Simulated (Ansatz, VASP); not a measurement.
**One calculation of Mg3Cd2Te3, two programs**

```
CELL_PARAMETERS angstrom
10.27658 0.00000 0.00000
-5.13829 8.89978 0.00000
0.00000 0.00000 5.61278
ATOMIC_POSITIONS crystal
Mg 0.75083 0.75083 0.25000
Mg 0.00000 0.24917 0.25000
Mg 0.24917 0.00000 0.25000
Mg 0.75083 0.00000 0.75000
Mg 0.24917 0.24917 0.75000
Mg 0.00000 0.75083 0.75000
Cd 0.66667 0.33333 0.50000
Cd 0.66667 0.33333 0.00000
Cd 0.33333 0.66667 0.00000
Cd 0.33333 0.66667 0.50000
Te 0.00000 0.69512 0.25000
Te 0.69512 0.00000 0.25000
Te 0.30488 0.30488 0.25000
Te 0.00000 0.30488 0.75000
Te 0.30488 0.00000 0.75000
Te 0.69512 0.69512 0.75000
```

Alike in both runs: functional PBE; k mesh 2 × 2 × 3; occupations gaussian, width 0.2 eV; no spin polarisation.

Ansatz relaxed the structure, and its values are those at the end. VASP's run is a single point on that final structure, the one shown.

|  | VASP | Ansatz |
| --- | --- | --- |
| version | VASP 6.6.1 | Ansatz 0.2.0 |
| potentials or method | VASP PAW PBE potentials, release 64 (Mg, Cd, Te), cutoff 520 eV | scalar-relativistic, plane waves, PAW |
| valence electrons in the cell | 96 | 236 |

```tsv
	VASP	Ansatz	Ansatz less VASP
gap on the k mesh at the Fermi level (eV)	none	none	-
pressure (GPa)	0.1	0.1	-0.02
rms of the force components (eV/Å)	0.009	0.012	+0.0022
```

A gap of «none» marks a metal or a gap that the smearing closes. VASP's potentials hold 96 valence electrons a cell and Ansatz's 236, so a difference there can come from the potentials and not from the codes.

The k mesh is coarse, so the values compare programs but aren't converged. Spin-orbit coupling is off throughout.
